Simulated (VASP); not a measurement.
MnS, 4 atoms in the cell. It takes space group Fm-3m (No. 225, cubic). The conventional cell has a = 5.224 Å, b = 5.224 Å, c = 5.224 Å, α = 90.00°, β = 90.00°, γ = 90.00°. Mn (site symmetry m-3m) has 6 S at 2.61 Å within 3.4 Å. S (site symmetry m-3m) has 6 Mn at 2.61 Å within 3.4 Å. 

- Program: VASP 6.6.1
- Task: single point
- Functional: PBEsol
- Potentials or basis: VASP PAW PBE potentials, release 64 (Mn_sv, S)
- Cutoff: 600 eV
- k mesh: 6 × 6 × 6
- Occupations: gaussian, width 0.05 eV
- Spin: collinear spin, antiferromagnetic start
- Starting moments: [4.44, -4.44, -0.04, 0.04] μB
- Hubbard terms: Mn d U = 4.0 eV, J = 0.9 eV
- Dipole correction: no
- LDAUTYPE: 1
- Hund's J: 0.9
- Further INCAR settings: ALGO = Normal; EDIFF = 1e-06; NBANDS = 33

Potentials or basis: VASP PAW PBE potentials, release 64 (Mn_sv, S).

The run is started by

```bash
$ cat potpaw_PBE.64/Mn_sv/POTCAR potpaw_PBE.64/S/POTCAR > POTCAR
$ mpirun -np 1 vasp_std > vasp.out
```

Hardware: 1 thread of Intel(R) Xeon(R) Platinum 8259CL CPU @ 2.50GHz (Skylake/Cascade Lake), on a shared host.

Q: Estimate the wall time of this run.

A: It took 7.5 min on 1 thread of Intel(R) Xeon(R) Platinum 8259CL CPU @ 2.50GHz (Skylake/Cascade Lake) (shared host), peak memory 0.45 GiB. Counts: scf iterations 15, k points 40.
